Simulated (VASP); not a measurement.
Crystal: NbTe.

```
Nb Te
1.0
     3.42570    0.00000    0.00000
     0.00000    3.42570    0.00000
     0.00000    0.00000    3.42570
Nb Te
1 1
Cartesian
  1.7128 1.7128 1.7128
  0.0000 0.0000 0.0000
```

```yaml
Program: VASP 6.6.1
Task: relaxation of cell and atoms
Functional: PBEsol-based global hybrid
Potentials_or_basis: VASP PAW PBE potentials, release 64 (Nb_sv, Te)
Cutoff: 600 eV
k_mesh: 4 × 4 × 4
Occupations: fermi-dirac, width 0.05 eV
Spin: no spin polarisation
```

At the start: pressure -7.9 GPa; volume 20.10 Å³/atom.

Question: How do energy, volume and symmetry change on relaxing?

Answer: Over 4 steps the energy falls by 31.0 meV/atom and the volume is 18.89 Å³/atom (-6.0 %); space group Pm-3m (No. 221, to 0.05 Å).

The path:
```
step  energy change (eV)  largest force (eV/Å)  pressure (GPa)  volume (Å³)
   1              0.0000                0.0000           -7.92        40.20
   2              0.0889                0.0000           17.08        34.69
   3             -0.0618                0.0000           -0.52        37.88
   4             -0.0620                0.0000           -0.08        37.77
```

Final structure:
```cif
data_structure
_symmetry_space_group_name_H-M 'P 1'
_symmetry_Int_Tables_number 1
_cell_length_a 3.3552
_cell_length_b 3.3552
_cell_length_c 3.3552
_cell_angle_alpha 90.000
_cell_angle_beta 90.000
_cell_angle_gamma 90.000
_cell_volume 37.77
loop_
_atom_site_label
_atom_site_type_symbol
_atom_site_fract_x
_atom_site_fract_y
_atom_site_fract_z
_atom_site_occupancy
Nb1 Nb 0.50000 0.50000 0.50000 1
Te1 Te 0.00000 0.00000 0.00000 1
```

Caveat: the k points lie up to 0.47 Å⁻¹ apart in the final cell; the PAW data sets were made with another functional, which shifts forces and pressure a little.
